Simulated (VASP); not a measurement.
# WC (Fm-3m) in VASP: further runs

The runs below take WC through single point, with LDA.

Program: VASP 6.6.1. These are calculated values, not measurements. Logs are shortened: lines on timing, memory, paths and dates and some standing lists are left out, and cuts for length are marked.

## Step 1: The cell of the first run

It takes space group Fm-3m (No. 225, cubic). Conventional cell: a = 4.326 Å, b = 4.326 Å, c = 4.326 Å, α = 90.00°, β = 90.00°, γ = 90.00°. Within 2.9 Å of W (site symmetry m-3m) lie 6 C at 2.16 Å. C (site symmetry m-3m) has 6 W at 2.16 Å within 2.9 Å.

## Step 2: Single point, LDA

The input, INCAR:

```
SYSTEM = WC
PREC = Accurate
ENCUT = 520
EDIFF = 1E-7
ISMEAR = 1
SIGMA = 0.1
LREAL = .False.
LASPH = .True.
NELM = 60
ALGO = Normal
ISIF = 2
LWAVE = .False.
LCHARG = .True.
LELF = .True.
LVHAR = .True.
NBANDS = 16
```

The input, KPOINTS:

```
regular mesh
0
Gamma
  11 11 11
  0 0 0
```

The input, POSCAR:

```
WC
1.0
    0.0000000000      2.1630495024      2.1630495024
    2.1630495024      0.0000000000      2.1630495024
    2.1630495024      2.1630495024      0.0000000000
W C
1 1
Direct
    0.0000000000      0.0000000000      0.0000000000
    0.5000000000      0.5000000000      0.5000000000
```

Potentials or basis: VASP PAW LDA potentials, release 64 (W_sv, C).

Run with:

```bash
$ cat potpaw_LDA.64/W_sv/POTCAR potpaw_LDA.64/C/POTCAR > POTCAR
$ mpirun -np 1 vasp_std > vasp.out
```

OUTCAR:

```text
SYSTEM = WC
   PREC = Accurate
   ENCUT = 520
   EDIFF = 1E-7
   ISMEAR = 1
   LREAL = .False.
   LASPH = .True.
   NELM = 60
   ISIF = 2

 ion  position               nearest neighbor table
   1  0.000  0.000  0.000-   2 2.16   2 2.16   2 2.16   2 2.16   2 2.16   2 2.16
   2  0.500  0.500  0.500-   1 2.16   1 2.16   1 2.16   1 2.16   1 2.16   1 2.16

  LATTYP: Found a face centered cubic cell.
 ALAT       =     4.3260990048

  Lattice vectors:

 A1 = (   0.0000000000,   2.1630495024,   2.1630495024)
 A2 = (   2.1630495024,   0.0000000000,   2.1630495024)
 A3 = (   2.1630495024,   2.1630495024,   0.0000000000)

Analysis of symmetry for initial positions (statically):
=====================================================================
 Subroutine PRICEL returns:
 Original cell was already a primitive cell.

 Routine SETGRP: Setting up the symmetry group for a
 face centered cubic supercell.

 Subroutine GETGRP returns: Found 48 space group operations
 (whereof 48 operations were pure point group operations)
 out of a pool of 48 trial point group operations.

The static configuration has the point symmetry O_h .

Analysis of symmetry for dynamics (positions and initial velocities):
=====================================================================
 Subroutine PRICEL returns:
 Original cell was already a primitive cell.

 Routine SETGRP: Setting up the symmetry group for a
 face centered cubic supercell.

 Subroutine GETGRP returns: Found 48 space group operations
 (whereof 48 operations were pure point group operations)
 out of a pool of 48 trial point group operations.

The dynamic configuration has the point symmetry O_h .

 Subroutine INISYM returns: Found 48 space group operations
 (whereof 48 operations are pure point group operations),
 and found     1 'primitive' translations

----------------------------------------------------------------------------------------

                                     Primitive cell

  volume of cell :      20.2409

  direct lattice vectors                    reciprocal lattice vectors
     0.000000000  2.163049502  2.163049502    -0.231155135  0.231155135  0.231155135
     2.163049502  0.000000000  2.163049502     0.231155135 -0.231155135  0.231155135
     2.163049502  2.163049502  0.000000000     0.231155135  0.231155135 -0.231155135

  length of vectors
     3.059013942  3.059013942  3.059013942     0.400372438  0.400372438  0.400372438

  position of ions in fractional coordinates (direct lattice)
     0.000000000  0.000000000  0.000000000
     0.500000000  0.500000000  0.500000000

  ion indices of the primitive-cell ions
   primitive index   ion index
                 1           1
                 2           2

----------------------------------------------------------------------------------------

 KPOINTS: regular mesh

Automatic generation of k-mesh.
 Grid dimensions read from file:
 generate k-points for:   11   11   11

 Generating k-lattice:

  Cartesian coordinates                     Fractional coordinates (reciprocal lattice)
    -0.021014103  0.021014103  0.021014103     0.090909091  0.000000000  0.000000000
     0.021014103 -0.021014103  0.021014103     0.000000000  0.090909091  0.000000000
     0.021014103  0.021014103 -0.021014103     0.000000000  0.000000000  0.090909091

  Length of vectors
     0.036397494  0.036397494  0.036397494

  Shift w.r.t. Gamma in fractional coordinates (k-lattice)
     0.000000000  0.000000000  0.000000000

 Subroutine IBZKPT returns following result:
 ===========================================

 Found     56 irreducible k-points:

 Following reciprocal coordinates:
            Coordinates               Weight
  0.000000  0.000000  0.000000      1.000000
  0.090909  0.000000  0.000000      8.000000
  0.181818  0.000000  0.000000      8.000000
  0.272727  0.000000  0.000000      8.000000
  0.363636  0.000000  0.000000      8.000000
  0.454545  0.000000  0.000000      8.000000
[... 16 lines left out ...]
 -0.272727  0.181818  0.000000     24.000000
 -0.181818  0.181818  0.000000     12.000000
 [... further k-points ...]
   k-points           NKPTS =     56   k-points in BZ     NKDIM =     56   number of bands    NBANDS=     16
   number of dos      NEDOS =    301   number of ions     NIONS =      2
   total plane-waves  NPLWV =  13824
   dimension x,y,z NGX =    24 NGY =   24 NGZ =   24
   dimension x,y,z NGXF=    48 NGYF=   48 NGZF=   48
   ions per type =               1   1
   NGX,Y,Z   is equivalent  to a cutoff of  13.04, 13.04, 13.04 a.u.
   NGXF,Y,Z  is equivalent  to a cutoff of  26.09, 26.09, 26.09 a.u.
 SYSTEM =  WC
   PREC   = accura    normal or accurate (medium, high low for compatibility)
   ISTART =      0    job   : 0-new  1-cont  2-samecut
   ICHARG =      2    charge: 1-file 2-atom 10-const
   ISPIN  =      1    spin polarized calculation?
   LNONCOLLINEAR =      F non collinear calculations
   LSORBIT =      F    spin-orbit coupling
   LASPH  =      T    aspherical Exc in radial PAW
   ENCUT  =  520.0 eV  38.22 Ry    6.18 a.u.   5.69  5.69  5.69*2*pi/ulx,y,z
   NELM   =     60;   NELMIN=  2; NELMDL= -5     # of ELM steps
   EDIFF  = 0.1E-06   stopping-criterion for ELM
   LREAL  =      F    real-space projection
   EDIFFG = 0.1E-05   stopping-criterion for IOM
   NSW    =      0    number of steps for IOM
   IBRION =     -1    ionic relax: 0-MD 1-quasi-New 2-CG
   NFREE  =      0    steps in history (QN), initial steepest desc. (CG)
   ISIF   =      2    stress and relaxation
   ISYM   =      2    0-nonsym 1-usesym 2-fastsym
   POTIM  = 0.5000    time-step for ionic-motion
   TEBEG  =    0.0;   TEEND  =   0.0 temperature during run
   PSTRESS=    0.0 pullay stress
   NELECT =      18.0000    total number of electrons
   NUPDOWN=      -1.0000    fix difference up-down
   EMIN   =  10.00;   EMAX   =-10.00  energy-range for DOS
   EFERMI =   0.00;   METHOD = LEGACY
   ISMEAR =     1;   SIGMA  =   0.10  broadening in eV -4-tet -1-fermi 0-gaus
   EFERMI_NEDOS =   21; number of points for ismear=-14 and -15
   IALGO  =     38    algorithm
   IMIX   =      4    mixing-type and parameters
     AMIX     =   0.40;   BMIX     =  1.00
     AMIX_MAG =   1.60;   BMIX_MAG =  1.00
  volume/ion in A,a.u.               =      10.12        68.30
  Fermi-wavevector in a.u.,A,eV,Ry     =   1.574306  2.975007 33.721224  2.478440
  Thomas-Fermi vector in A             =   2.675460
   LORBIT       =      0    0 simple, 1 ext, 2 COOP (PROOUT), +10 PAW based schemes
   GGA     = CA    functional components
   LHFCALC =     F    Hartree Fock is set to
   AEXX    =    0.0000 exact exchange contribution
   IVDW    =     0    specifies the selected vdW correction
   LEPSILON=     F    determine dielectric tensor
   LRPA    =     F    only Hartree local field effects (RPA)
 non-spin polarized calculation
 Methfessel and Paxton  Order N= 1 SIGMA  =   0.10
  energy-cutoff  :      520.00
  volume of cell :       20.24
 maximum number of plane-waves:       556
   NGX = 11   NGY = 11   NGZ = 11

 number of electron      17.9999999 magnetization

 Free energy of the ion-electron system (eV)
  ---------------------------------------------------
  ext. energy  EPLUGINS =         0.00000000
  ---------------------------------------------------
  free energy    TOTEN  =       -23.79331141 eV

  energy without entropy =      -23.79402814  energy(sigma->0) =      -23.79355032

 E-fermi :  12.9236     XC(G=0): -14.1196

 val. band max:       12.9197237454   @ k =   0.2727   0.2727   0.0000
 cond. band min:      12.9387817883   @ k =   0.4545   0.0909   0.0000
 fundamental gap:      0.0190580429
 Fermi energy:        12.9235774426

 k-point     1 :       0.0000    0.0000    0.0000
  band No.  band energies     occupation
      1     -62.0143      2.00000
      2     -26.2616      2.00000
      3     -26.2616      2.00000
      4     -26.2616      2.00000
      5      -3.0438      2.00000
      6      10.0080      2.00000
[... 8 lines left out ...]
     15      22.6062      0.00000
     16      37.0421      0.00000

 k-point     2 :       0.0909    0.0000    0.0000
  band No.  band energies     occupation
      1     -62.0106      2.00000
      2     -26.3198      2.00000
      3     -26.2677      2.00000
      4     -26.2677      2.00000
      5      -2.7976      2.00000
      6       9.2287      2.00000
[... 8 lines left out ...]
     15      23.1782      0.00000
     16      34.6307      0.00000

 k-point     3 :       0.1818    0.0000    0.0000
  band No.  band energies     occupation
      1     -62.0006      2.00000
      2     -26.4731      2.00000
      3     -26.2841      2.00000
      4     -26.2841      2.00000
      5      -2.0972      2.00000
      6       7.7516      2.00000
[... 8 lines left out ...]
     15      24.5632      0.00000
     16      31.6595      0.00000

 k-point     4 :       0.2727    0.0000    0.0000
  band No.  band energies     occupation
      1     -61.9875      2.00000
      2     -26.6683      2.00000
      3     -26.3053      2.00000
      4     -26.3053      2.00000
      5      -1.0456      2.00000
      6       6.1645      2.00000
[... 8 lines left out ...]
     15      25.6671      0.00000
     16      29.7759      0.00000
[... 324 lines left out ...]
 k-point    22 :      -0.3636    0.1818    0.0000
  band No.  band energies     occupation
      1     -61.9640      2.00000
      2     -26.8528      2.00000
      3     -26.4930      2.00000
      4     -26.3543      2.00000
      5       0.9954      2.00000
      6       3.9159      2.00000
[... 8 lines left out ...]
     15      25.7177      0.00000
     16      26.4891      0.00000

 k-point    23 :      -0.2727    0.1818    0.0000
  band No.  band energies     occupation
      1     -61.9720      2.00000
      2     -26.7603      2.00000
      3     -26.4763      2.00000
      4     -26.3226      2.00000
      5       0.1901      2.00000
      6       4.7227      2.00000
[... 8 lines left out ...]
     15      25.9674      0.00000
     16      26.5990      0.00000

 k-point    24 :      -0.1818    0.1818    0.0000
  band No.  band energies     occupation
      1     -61.9831      2.00000
      2     -26.6464      2.00000
      3     -26.4193      2.00000
      4     -26.2951      2.00000
      5      -0.7837      2.00000
      6       5.8533      2.00000
[... 8 lines left out ...]
     15      26.0416      0.00000
     16      27.0978      0.00000

 [... further k-points ...]
[... 5 lines left out ...]
  --------------------------------------------------------------------------------------
  -------------------------------------------------------------------------------------
  Total        0.1868292      0.1868292      0.1868292      0.0000000      0.0000000      0.0000000
  in kB       14.7885631     14.7885631     14.7885631      0.0000000      0.0000000      0.0000000
  external PRESSURE =      14.7885631 kB  Pullay stress =       0.0000000 kB

 VOLUME and BASIS-vectors are now :
 -----------------------------------------------------------------------------
  energy-cutoff  :      520.00
  volume of cell :       20.24
      direct lattice vectors                 reciprocal lattice vectors
     0.000000000  2.163049502  2.163049502    -0.231155135  0.231155135  0.231155135
     2.163049502  0.000000000  2.163049502     0.231155135 -0.231155135  0.231155135
     2.163049502  2.163049502  0.000000000     0.231155135  0.231155135 -0.231155135

 POSITION                                       TOTAL-FORCE (eV/Angst)
 -----------------------------------------------------------------------------------
      0.00000      0.00000      0.00000         0.000000      0.000000      0.000000
      2.16305      2.16305      2.16305        -0.000000     -0.000000     -0.000000
 -----------------------------------------------------------------------------------
    total drift:                                0.000000     -0.000000     -0.000000

  FREE ENERGIE OF THE ION-ELECTRON SYSTEM (eV)
  ---------------------------------------------------
  free  energy   TOTEN  =       -23.7933114067 eV

  energy  without entropy=      -23.7940281437  energy(sigma->0) =      -23.79355032
```

Wall time 7.7 s (1 thread of Intel Xeon 6975P-C (Granite Rapids), shared host); peak memory 0.14 GiB.

What came out:

- Free energy: -23.7933 eV
- Pressure: 1.5 GPa
- Band gap on the k mesh: zero (band 9 reaches 13.91 eV, above the bottom of band 10 at 10.67 eV)

Caveat: spin-orbit coupling is left out, which moves the levels of the heavy elements.

(Part 1 of 2 ends here.)
